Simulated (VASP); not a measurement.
# Ge: single point with PBEsol

**Measured values to compare with.**

“Temperature-dependent photoluminescence in Ge: experiment and theory”, 2020, arxiv:2003.00143 reports, for a bulk crystal of Ge at 0 K: band gap 0.744 eV (indirect).

Ge:

```
Ge
1.0
     0.00000    2.80354    2.80354
     2.80354    0.00000    2.80354
     2.80354    2.80354    0.00000
Ge
2
Direct
  0.00000 0.00000 0.00000
  0.25000 0.25000 0.25000
```

* Program: VASP 6.6.1
* Task: single point
* Functional: PBEsol
* Potentials or basis: VASP PAW PBE potentials, release 64 (Ge_d)
* Cutoff: 520 eV
* k mesh: 6 × 6 × 6
* Occupations: fermi-dirac, width 0.1 eV
* Spin: no spin polarisation
* Dipole correction: no
* Further INCAR settings: ALGO = Normal; EDIFF = 1e-06; NBANDS = 21

| Property | Result |
| --- | --- |
| Pressure | 2.6 GPa |
| Band gap on the k mesh | 0.20 eV, indirect (least direct gap 0.24 eV) |

Levels at points of the mesh, in eV from the valence-band top:
| k point | band 10 | band 11 | band 12 | band 13 | band 14 | band 15 | band 16 | band 17 | band 18 | band 19 |
| --- | --- | --- | --- | --- | --- | --- | --- | --- | --- | --- |
| (0.00, 0.00, 0.00) | -24.52 | -13.01 | 0.00 | 0.00 | 0.00 | 0.24 | 2.54 | 2.54 | 2.54 | 6.28 |
| (0.50, 0.00, 0.00) | -24.49 | -10.84 | -7.76 | -1.45 | -1.45 | 0.21 | 3.72 | 3.72 | 6.97 | 10.61 |
| (0.50, 0.50, 0.00) | -24.48 | -9.01 | -9.01 | -3.19 | -3.19 | 0.63 | 0.63 | 9.72 | 9.72 | 11.79 |

Run time: 11 s on 1 thread of Intel Xeon 6975P-C, with other jobs on the host, peak memory 0.16 GiB.

Against the measured gap of Ge, 0.744 eV (indirect; 0 K; “Temperature-dependent photoluminescence in Ge: experiment and theory”, 2020, arxiv:2003.00143), the calculated 0.20 eV is off by -0.54 eV. 3 values of this kind are on record (0.666 to 0.807 eV); this one was drawn at random among those near their median. Spin-orbit coupling on Ge is left out. The value is that of PBEsol on a finite k mesh, which can miss the band edges, without temperature or zero-point motion. Semilocal functionals fall short of measured gaps as a rule.

Caveat: the PAW data sets were made with another functional, which shifts forces and pressure a little.
